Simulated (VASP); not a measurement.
Input of a VASP 6.6.1 run:

INCAR

```
SYSTEM = Si
PREC = Accurate ; ENCUT = 520
EDIFF = 1E-6 ; ISMEAR = 0
SIGMA = 0.05 ; LREAL = .FALSE.
LASPH = .TRUE. ; NELM = 80
ALGO = Normal ; ISIF = 2
LWAVE = .FALSE. ; LCHARG = .TRUE.
GGA = PE ; LELF = .TRUE.
LVHAR = .TRUE. ; NBANDS = 11
```

KPOINTS

```
regular mesh
0
G
  10 10 10
  0 0 0
```

Contents of POSCAR:

```
Si
1.0
    0.0000000000      2.5629775970      2.9645961864
    2.5629775970      0.0000000000      2.9645961864
    2.5629775970      2.5629775970      0.0000000000
Si
2
Direct
    0.5000000000      0.5000000000      0.5000000000
    0.7500000000      0.7500000000      0.7500000000
```

Potentials or basis: VASP PAW PBE potentials, release 64 (Si).

Command:

```bash
$ cat potpaw_PBE.64/Si/POTCAR > POTCAR
$ mpirun -np 1 vasp_std > vasp.out
```

(1) Estimate the band gap on the k mesh.

(2) Estimate the pressure.

Answers

(1) zero (bands 4 and 5 overlap by 0.29 eV).

(2) 4.0 GPa.

Caveat: the cell stands under pressure; semilocal functionals underestimate gaps, so a narrow gap can read as zero.
